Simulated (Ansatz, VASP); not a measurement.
## Two plane-wave programs on LiF

```
Li F
1.0
     0.00000    2.04924    2.01400
     2.01400    0.00000    2.01400
     2.01400    2.04924    0.00000
Li F
1 1
Cartesian
  0.0000 0.0000 0.0000
  2.0140 2.0492 2.0140
```

Change from the starting cell: strain +0.0175 x Voigt [0, 1, 0, 0, 0, 0], atoms carried along.

Alike in both runs: task single point; functional PBE; k mesh 10 × 10 × 10; occupations gaussian, width 0.05 eV; no spin polarisation.

```csv
,VASP,Ansatz
version,VASP 6.6.1,Ansatz 0.2.0
potentials or method,"VASP PAW PBE potentials, release 64 (Li_sv, F), cutoff 520 eV","scalar-relativistic, plane waves, PAW"
valence electrons in the cell,10,10
```

|  | VASP | Ansatz | Ansatz less VASP |
| --- | --- | --- | --- |
| gap on the k mesh at the Fermi level (eV) | 8.91 | 8.91 | +0.002 |
| least direct gap on the mesh (eV) | 8.91 | 8.91 | +0.002 |

Noted on VASP's run: the cutoff is short for stress, so the pressure is rough.
